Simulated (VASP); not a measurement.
# GaN (P6_3mc) in VASP: notebook, part 2 of 3

VASP 6.6.1. Earlier steps stand in the parts before.

## Step 3: Vibrations by perturbation theory, LDA

This run uses another cell than the first one, of 10.57 Å³/atom.

INCAR

```
  PREC = Accurate
  ENCUT = 520
  EDIFF = 1E-8
  ISMEAR = 0
  SIGMA = 0.01
  LREAL = F
  LASPH = T
  NELM = 80
  ALGO = Normal
  ISIF = 2
  LWAVE = F
  LCHARG = F
  GGA = CA
  NBANDS = 26
  IBRION = 8
  NSW = 1
```

KPOINTS

```
Automatic mesh
0
Gamma
  8 8 4
```

POSCAR

```
GaN
1.0
    3.1049025378      0.0000000000      0.0000000000
   -1.5524512689      2.6889244740      0.0000000000
    0.0000000000      0.0000000000      5.0628531699
Ga N
2 2
Direct
    0.3333333333      0.6666666667     -0.0006110650
    0.6666666667      0.3333333333      0.4993889350
    0.3333333333      0.6666666667      0.3756110650
    0.6666666667      0.3333333333      0.8756110650
```

Potentials or basis: VASP PAW LDA potentials, release 64 (Ga_d, N).

Run with:

```console
$ cat potpaw_LDA.64/Ga_d/POTCAR potpaw_LDA.64/N/POTCAR > POTCAR
$ mpirun -np 1 vasp_std > vasp.out
```

OUTCAR:

```text
PREC = Accurate
   ENCUT = 520
   EDIFF = 1E-8
   ISMEAR = 0
   LREAL = F
   LASPH = T
   NELM = 80
   ISIF = 2
   GGA = CA
   IBRION = 8
   NSW = 1

 ion  position               nearest neighbor table
   1  0.333  0.667  0.999-   4 1.90   4 1.90   4 1.90   3 1.90
   2  0.667  0.333  0.499-   3 1.90   3 1.90   3 1.90   4 1.90
   3  0.333  0.667  0.376-   2 1.90   2 1.90   2 1.90   1 1.90
   4  0.667  0.333  0.876-   1 1.90   1 1.90   1 1.90   2 1.90

  LATTYP: Found a hexagonal cell.
 ALAT       =     3.1049025378
 C/A-ratio  =     1.6305997075

  Lattice vectors:

 A1 = (   3.1049025378,   0.0000000000,   0.0000000000)
 A2 = (  -1.5524512689,   2.6889244740,   0.0000000000)
 A3 = (   0.0000000000,   0.0000000000,   5.0628531699)

Analysis of symmetry for initial positions (statically):
=====================================================================
 Subroutine PRICEL returns:
 Original cell was already a primitive cell.

 Routine SETGRP: Setting up the symmetry group for a
 hexagonal supercell.

 Subroutine GETGRP returns: Found 12 space group operations
 (whereof  6 operations were pure point group operations)
 out of a pool of 24 trial point group operations.

The static configuration has the point symmetry C_3v.
 The point group associated with its full space group is C_6v.

Analysis of symmetry for dynamics (positions and initial velocities):
=====================================================================
 Subroutine PRICEL returns:
 Original cell was already a primitive cell.

 Routine SETGRP: Setting up the symmetry group for a
 hexagonal supercell.

 Subroutine GETGRP returns: Found 12 space group operations
 (whereof  6 operations were pure point group operations)
 out of a pool of 24 trial point group operations.

The dynamic configuration has the point symmetry C_3v.
 The point group associated with its full space group is C_6v.

 Subroutine INISYM returns: Found 12 space group operations
 (whereof  6 operations are pure point group operations),
 and found     1 'primitive' translations

----------------------------------------------------------------------------------------

                                     Primitive cell

[... 857 lines left out ...]
  in kB      113.2140702    113.2140702    113.3526222      0.0000000     -0.0000000     -0.0000000
  external PRESSURE =     113.2602542 kB  Pullay stress =       0.0000000 kB

 VOLUME and BASIS-vectors are now :
 -----------------------------------------------------------------------------
  energy-cutoff  :      520.00
  volume of cell :       42.27
      direct lattice vectors                 reciprocal lattice vectors
     3.104902538  0.000000000  0.000000000     0.322071301  0.185947952  0.000000000
    -1.552451269  2.688924474  0.000000000     0.000000000  0.371895905  0.000000000
     0.000000000  0.000000000  5.062853170     0.000000000  0.000000000  0.197517085

 POSITION                                       TOTAL-FORCE (eV/Angst)
 -----------------------------------------------------------------------------------
     -0.00000      1.79262      5.05976        -0.000000     -0.000000      0.001580
      1.55245      0.89631      2.52833         0.000000     -0.000000      0.001580
     -0.00000      1.79262      1.90166         0.000000      0.000000     -0.001580
      1.55245      0.89631      4.43309        -0.000000     -0.000000     -0.001580
 -----------------------------------------------------------------------------------
    total drift:                                0.000000      0.000000      0.000171

  FREE ENERGIE OF THE ION-ELECTRON SYSTEM (eV)
  ---------------------------------------------------
  free  energy   TOTEN  =       -27.8354602149 eV

  energy  without entropy=      -27.8354602149  energy(sigma->0) =      -27.83546021

[... ionic steps 2 to 9 ...]

--------------------------------------- Ionic step       10  -------------------------------------------

------------------------ aborting loop because EDIFF is reached ----------------------------------------

[... ionic steps 11 to 11 ...]

--------------------------------------- Ionic step       12  -------------------------------------------

 Free energy of the ion-electron system (eV)
  ---------------------------------------------------
  ---------------------------------------------------
  free energy    TOTEN  =        -0.24660241 eV

  energy without entropy =       -0.24660241

------------------------ aborting loop because EDIFF is reached ----------------------------------------

 INTERNAL STRAIN TENSOR  FOR ION    3  DIRECTION 3   (eV/Angst):
 -----------------------------------------------------------------------------
     7.50027 -0.00000  0.00000
     0.00000  7.50027  0.00000
     0.00000 -0.00000-14.26287

 INTERNAL STRAIN TENSOR FOR ION    4 for displacements in x,y,z  (eV/Angst):
          X           Y           Z          XY          YZ          ZX
  --------------------------------------------------------------------------------
  x     0.00000     0.00000     0.00000    12.61066    -0.00000     7.46036
  y    12.61066   -12.61066     0.00000     0.00000     7.72562     0.00000
  z     7.50027     7.50027   -14.26287     0.00000     0.00000     0.00000

 SECOND DERIVATIVES (NOT SYMMETRIZED)
 ------------------------------------
               1X          1Y          1Z          2X          2Y          2Z          3X          3Y          3Z          4X          4Y          4Z
  1X   -16.182799   -0.000000    0.000000    0.542526   -0.000000    0.000000    0.851872    0.000000   -0.000000   14.788402    0.000000    0.000000
  1Y    -0.000000  -16.182799    0.000000    0.000000    0.542526    0.000000   -0.000000    0.851872    0.000000    0.000000   14.788402    0.000000
  1Z     0.000000   -0.000000  -23.838971   -0.000000    0.000000    9.252524    0.000000    0.000000    9.358560    0.000000   -0.000000    5.227888
  2X     0.542526   -0.000000    0.000000  -16.182799    0.000000   -0.000000   14.788402    0.000000    0.000000    0.851872    0.000000    0.000000
  2Y     0.000000    0.542526    0.000000   -0.000000  -16.182799    0.000000    0.000000   14.788402   -0.000000   -0.000000    0.851872    0.000000
  2Z    -0.000000   -0.000000    9.252524    0.000000    0.000000  -23.838971    0.000000   -0.000000    5.227888    0.000000    0.000000    9.358560
  3X     0.851380    0.000000    0.000000   14.787360   -0.000000   -0.000000  -16.393747    0.000000    0.000000    0.755008    0.000000    0.000000
  3Y    -0.000000    0.851380    0.000000    0.000000   14.787360    0.000000   -0.000000  -16.393747    0.000000    0.000000    0.755008    0.000000
  3Z     0.000000    0.000000    9.315597    0.000000    0.000000    5.238326    0.000000   -0.000000  -21.483391    0.000000    0.000000    6.929468
  4X    14.787360   -0.000000    0.000000    0.851380    0.000000    0.000000    0.755008   -0.000000    0.000000  -16.393747   -0.000000    0.000000
  4Y     0.000000   14.787360    0.000000   -0.000000    0.851380    0.000000    0.000000    0.755008    0.000000   -0.000000  -16.393747    0.000000
  4Z    -0.000000    0.000000    5.238326    0.000000    0.000000    9.315597    0.000000    0.000000    6.929468   -0.000000    0.000000  -21.483391

 Eigenvectors and eigenvalues of the dynamical matrix
 ----------------------------------------------------

   1 f  =   22.330815 THz   140.308650 2PiTHz  744.875818 cm-1    92.352790 meV
             X         Y         Z           dx          dy          dz
     -0.000000  1.792616  5.059759     0.000000    0.000000    0.059112
      1.552451  0.896308  2.528333    -0.000000    0.000000   -0.059112
     -0.000000  1.792616  1.901664     0.000000    0.000000   -0.704632
      1.552451  0.896308  4.433090    -0.000000   -0.000000    0.704632
[... 71 lines left out ...]
  12 f/i=    0.007282 THz     0.045752 2PiTHz    0.242890 cm-1     0.030115 meV
             X         Y         Z           dx          dy          dz
     -0.000000  1.792616  5.059759    -0.000000   -0.000000   -0.645159
      1.552451  0.896308  2.528333    -0.000000   -0.000000   -0.645159
     -0.000000  1.792616  1.901664    -0.000000   -0.000000   -0.289430
      1.552451  0.896308  4.433090    -0.000000   -0.000000   -0.289430

--------------------------------------------------------------------------------------------------------

 ELASTIC MODULI CONTR FROM IONIC RELAXATION (kBar)
 Direction    XX          YY          ZZ          XY          YZ          ZX
 --------------------------------------------------------------------------------
 XX        -999.3628    415.8398    556.1880     -0.0000      0.0000      0.0000
 YY         415.8398   -999.3628    556.1880      0.0000      0.0000     -0.0000
 ZZ         556.1880    556.1880  -1060.2670      0.0000     -0.0000     -0.0000
 XY          -0.0000      0.0000      0.0000   -707.6013      0.0000      0.0000
 YZ          -0.0000     -0.0000     -0.0000      0.0000   -255.1789     -0.0000
 ZX           0.0000     -0.0000     -0.0000      0.0000     -0.0000   -274.7076
 --------------------------------------------------------------------------------
```

OSZICAR:

```text
N       E                     dE             d eps       ncg     rms          rms(c)
DAV:   1     0.272987126168E+03    0.27299E+03   -0.17898E+04  1738   0.265E+03
DAV:   2     0.145248548319E+01   -0.27153E+03   -0.25634E+03  1688   0.482E+02
DAV:   3    -0.311647641536E+02   -0.32617E+02   -0.32137E+02  1804   0.138E+02
DAV:   4    -0.321807248680E+02   -0.10160E+01   -0.10114E+01  1846   0.254E+01
[... 84 lines left out ...]
RMM:   9    -0.246602432304E+00    0.30208E-06   -0.54688E-07  3504   0.649E-04    0.811E-05
RMM:  10    -0.246602388634E+00    0.43669E-07   -0.22320E-07  3683   0.234E-04    0.163E-05
RMM:  11    -0.246602403904E+00   -0.15270E-07   -0.16761E-08  3681   0.105E-04    0.452E-06
RMM:  12    -0.246602422020E+00   -0.18116E-07   -0.24964E-08  3688   0.675E-05    0.147E-06
RMM:  13    -0.246602413710E+00    0.83097E-08   -0.58164E-09  3630   0.563E-05    0.458E-07
 Linear response finished
```

stdout:

```text
POSCAR found type information on POSCAR GaN
 POSCAR found :  2 types and       4 ions
 scaLAPACK will be used
 LDA part: xc-table for (Slater(with rela. corr.)+CA(PZ))
 , standard interpolation
 POSCAR, INCAR and KPOINTS ok, starting setup
 FFT: planning ... GRIDC
 FFT: planning ... GRID_SOFT
 FFT: planning ... GRID
 WAVECAR not read
 entering main loop
 Linear response reoptimize wavefunctions to high precision
 Linear response DOF=           4
 Linear response progress:
 first order change of Fermi-energy   0.30341E-05
 force on displaced ion       1 direction 1 : -16.183   0.001  -0.000
 Linear response progress:
 first order change of Fermi-energy  -0.89276E-01
 force on displaced ion       1 direction 3 :  -0.000   0.000 -23.839
 Linear response progress:
 first order change of Fermi-energy  -0.36091E-04
 force on displaced ion       3 direction 1 : -16.394   0.001  -0.000
 Linear response progress:
 first order change of Fermi-energy   0.89016E-01
 force on displaced ion       3 direction 3 :  -0.000  -0.000 -21.483
 Linear response finished
```

Wall time 12 min (1 thread of Intel Xeon 8259CL, shared host); peak memory 0.44 GiB.

Results:

* Highest phonon frequency at Γ, LO-TO splitting left out: 745 cm⁻¹

Phonon frequencies in cm⁻¹ (negative: imaginary):
```tsv
q point	frequencies
(0.000, 0.000, 0.000)	0 0 0 136 136 355 583 604 604 616 616 745
```

Caveat: the cell stands under pressure or tension, which shifts response properties.

## Step 4: Vibrations by perturbation theory, LDA

This run uses another cell than the first one, of 10.70 Å³/atom.

INCAR is that of step 3.

KPOINTS

```
regular mesh
0
Gamma
  8 8 4
```

POSCAR

```
GaN
1.0
    3.1180155300      0.0000000000      0.0000000000
   -1.5590077650      2.7002806584      0.0000000000
    0.0000000000      0.0000000000      5.0838664752
Ga N
2 2
Direct
    0.3333333333      0.6666666667     -0.0006385991
    0.6666666667      0.3333333333      0.4993614009
    0.3333333333      0.6666666667      0.3756385991
    0.6666666667      0.3333333333      0.8756385991
```

Potentials or basis: VASP PAW LDA potentials, release 64 (Ga_d, N).

Run with:

```console
$ cat potpaw_LDA.64/Ga_d/POTCAR potpaw_LDA.64/N/POTCAR > POTCAR
$ mpirun -np 1 vasp_std > vasp.out
```

OUTCAR:

```text
PREC = Accurate
   ENCUT = 520
   EDIFF = 1E-8
   ISMEAR = 0
   LREAL = F
   LASPH = T
   NELM = 80
   ISIF = 2
   GGA = CA
   IBRION = 8
   NSW = 1

 ion  position               nearest neighbor table
   1  0.333  0.667  0.999-   4 1.91   4 1.91   4 1.91   3 1.91
   2  0.667  0.333  0.499-   3 1.91   3 1.91   3 1.91   4 1.91
   3  0.333  0.667  0.376-   2 1.91   2 1.91   2 1.91   1 1.91
   4  0.667  0.333  0.876-   1 1.91   1 1.91   1 1.91   2 1.91

  LATTYP: Found a hexagonal cell.
 ALAT       =     3.1180155300
[... 976 lines left out ...]
  4Z     0.000000    0.000000    5.201533    0.000000    0.000000    8.795963    0.000000    0.000000    6.760563    0.000000   -0.000000  -20.758059

 Eigenvectors and eigenvalues of the dynamical matrix
 ----------------------------------------------------

   1 f  =   21.966711 THz   138.020918 2PiTHz  732.730619 cm-1    90.846977 meV
             X         Y         Z           dx          dy          dz
     -0.000000  1.800187  5.080620    -0.000000   -0.000000    0.054062
      1.559008  0.900094  2.538687    -0.000000   -0.000000   -0.054062
     -0.000000  1.800187  1.909696    -0.000000   -0.000000   -0.705037
      1.559008  0.900094  4.451630     0.000000    0.000000    0.705037
[... 71 lines left out ...]
  12 f/i=    0.012429 THz     0.078096 2PiTHz    0.414598 cm-1     0.051404 meV
             X         Y         Z           dx          dy          dz
     -0.000000  1.800187  5.080620    -0.000000   -0.000000    0.645070
      1.559008  0.900094  2.538687    -0.000000   -0.000000    0.645070
     -0.000000  1.800187  1.909696    -0.000000   -0.000000    0.289629
      1.559008  0.900094  4.451630    -0.000000   -0.000000    0.289629

--------------------------------------------------------------------------------------------------------

 ELASTIC MODULI CONTR FROM IONIC RELAXATION (kBar)
 Direction    XX          YY          ZZ          XY          YZ          ZX
 --------------------------------------------------------------------------------
 XX        -909.6118    384.6079    498.9086     -0.0000     -0.0000      0.0000
 YY         384.6079   -909.6118    498.9086      0.0000     -0.0000     -0.0000
 ZZ         498.9086    498.9086   -948.2208      0.0000      0.0000      0.0000
 XY          -0.0000      0.0000      0.0000   -647.1098      0.0000      0.0000
 YZ           0.0000      0.0000      0.0000      0.0000   -229.2007     -0.0000
 ZX           0.0000     -0.0000      0.0000      0.0000     -0.0000   -247.3066
 --------------------------------------------------------------------------------
```

stdout:

```text
POSCAR found type information on POSCAR GaN
 POSCAR found :  2 types and       4 ions
 scaLAPACK will be used
 LDA part: xc-table for (Slater(with rela. corr.)+CA(PZ))
 , standard interpolation
 POSCAR, INCAR and KPOINTS ok, starting setup
 FFT: planning ... GRIDC
 FFT: planning ... GRID_SOFT
 FFT: planning ... GRID
 WAVECAR not read
 entering main loop
 Linear response reoptimize wavefunctions to high precision
 Linear response DOF=           4
 Linear response progress:
 first order change of Fermi-energy   0.34311E-05
 force on displaced ion       1 direction 1 : -15.653   0.001  -0.000
 Linear response progress:
 first order change of Fermi-energy  -0.89682E-01
 force on displaced ion       1 direction 3 :  -0.000  -0.000 -23.118
 Linear response progress:
 first order change of Fermi-energy  -0.38265E-04
 force on displaced ion       3 direction 1 : -15.816   0.001  -0.000
 Linear response progress:
 first order change of Fermi-energy   0.88335E-01
 force on displaced ion       3 direction 3 :  -0.000  -0.000 -20.758
 Linear response finished
```

Wall time 11 min (1 thread of Intel Xeon 8259CL, shared host); peak memory 0.44 GiB.

What came out:

```
Highest phonon frequency at Γ, LO-TO splitting left out : 733 cm⁻¹
```

Phonon frequencies in cm⁻¹ (negative: imaginary):
| q point | frequencies |
| --- | --- |
| (0.000, 0.000, 0.000) | 0 0 0 138 138 351 572 593 593 605 605 733 |

Caveat: the cell stands under pressure or tension, which shifts response properties.

(Continued in part 3 of 3.)
